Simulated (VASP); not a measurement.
Here is a VASP 6.6.1 calculation.

The input INCAR:

```
  PREC = Accurate
  ENCUT = 520
  EDIFF = 1E-6
  ISMEAR = 0
  SIGMA = 0.01
  LREAL = F
  LASPH = T
  NELM = 80
  ALGO = Normal
  ISIF = 2
  LWAVE = F
  LCHARG = F
  GGA = B5
  ALDAX = 1.0
  AGGAX = 1.0
  AGGAC = 1.0
  ALDAC = 0.0
  NBANDS = 16
```

KPOINTS

```
regular mesh
0
Gamma
  8 8 3
```

File POSCAR:

```
BN
1.0
    2.4982400000      0.0000000000      0.0000000000
   -1.2491200000      2.1635390000      0.0000000000
    0.0000000000      0.0000000000      6.6357000000
B N
2 2
Direct
    0.3333333333      0.6666666667      0.2500000000
    0.6666666667      0.3333333333      0.7500000000
    0.3333333333      0.6666666667      0.7500000000
    0.6666666667      0.3333333333      0.2500000000
```

Potentials or basis: VASP PAW PBE potentials, release 64 (B, N).

Run with:

```bash
$ cat potpaw_PBE.64/B/POTCAR potpaw_PBE.64/N/POTCAR > POTCAR
$ mpirun -np 1 vasp_std > vasp.out
```

(1) What does it give for the band gap on the k mesh?

(2) What does it give for the pressure?

Answers

(1) 4.35 eV, indirect (least direct gap 4.75 eV).

(2) 7.1 GPa.

Caveat: the PAW data sets were made with another functional, which shifts forces and pressure a little; this functional lacks dispersion, which binds the layers, so the pressure and a relaxed spacing across them are unreliable.
